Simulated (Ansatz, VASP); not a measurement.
**One calculation of Si3Bi2TeSe2, two programs**

```xyz
8
Lattice="5.1539 0.0000 0.0000 0.0000 5.1539 0.0000 0.0000 0.0000 8.8304" Properties=species:S:1:pos:R:3 pbc="T T T"
Si    0.0000    2.5769    0.0000
Si    2.5769    0.0000    0.0000
Si    0.0000    0.0000    0.0000
Bi    0.0000    0.0000    2.8185
Bi    0.0000    0.0000    6.0118
Te    2.5769    2.5769    0.0000
Se    0.0000    2.5769    4.4152
Se    2.5769    0.0000    4.4152
```

Alike in both runs: functional PBE; k mesh 3 × 3 × 2; occupations gaussian, width 0.15 eV; no spin polarisation.

Ansatz relaxed the structure, and its values are those at the end. VASP's run is a single point on that final structure, the one shown.

|  | VASP | Ansatz |
| --- | --- | --- |
| version | VASP 6.6.1 | Ansatz 0.2.0 |
| potentials or method | VASP PAW PBE potentials, release 64 (Si, Bi_d, Te, Se), cutoff 500 eV | scalar-relativistic, plane waves, PAW |
| valence electrons in the cell | 60 | 90 |

VASP gave:

| Item | Value |
| --- | --- |
| gap on the k mesh at the Fermi level (eV) | none |
| pressure (GPa) | 0.5 |
| rms of the force components (eV/Å) | 0.020 |

Q: What did Ansatz give for the same quantities?

A: gap on the k mesh at the Fermi level (eV): none; pressure (GPa): 0.5; rms of the force components (eV/Å): 0.022.

A gap of «none» marks a metal or a gap that the smearing closes. VASP's potentials hold 60 valence electrons a cell and Ansatz's 90, so a difference there can come from the potentials and not from the codes.

The k mesh is coarse, so the values compare programs but aren't converged. Neither program's run includes spin-orbit coupling.
